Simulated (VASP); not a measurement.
**MoSe: single point with PBE**

The system is MoSe.

```
Mo Se
1.0
     0.00000    2.87665    2.87665
     2.87665    0.00000    2.87665
     2.87665    2.87665    0.00000
Mo Se
1 1
Direct
  0.00000 0.00000 0.00000
  0.25000 0.25000 0.25000
```

* Program: VASP 6.6.1
* Task: single point
* Functional: PBE
* Potentials or basis: VASP PAW PBE potentials, release 64 (Mo_sv, Se)
* Cutoff: 520 eV
* k mesh: 12 × 12 × 12
* Occupations: gaussian, width 0.1 eV
* Spin: no spin polarisation

- Pressure: -5.1 GPa
- Band gap on the k mesh: zero (bands 10 and 11 overlap by 0.23 eV)

Levels at points of the mesh, in eV from the Fermi level:
```
           k point  band 6  band 7  band 8  band 9  band 10  band 11  band 12  band 13  band 14  band 15
(0.00, 0.00, 0.00)   -4.67   -4.67   -4.67   -0.47    -0.47     1.16     3.99     3.99     3.99     7.41
(0.50, 0.00, 0.00)   -5.36   -4.32   -4.32   -0.17    -0.17    -0.02     2.15     2.15     3.73     7.86
(0.50, 0.50, 0.00)   -5.77   -3.71   -3.71   -1.30     0.07     0.24     0.72     0.72     5.61     7.11
```

It took 100 s on 1 thread of Intel Xeon 8259CL, on a shared host, peak memory 0.21 GiB.

Caveat: the cell stands under tension.
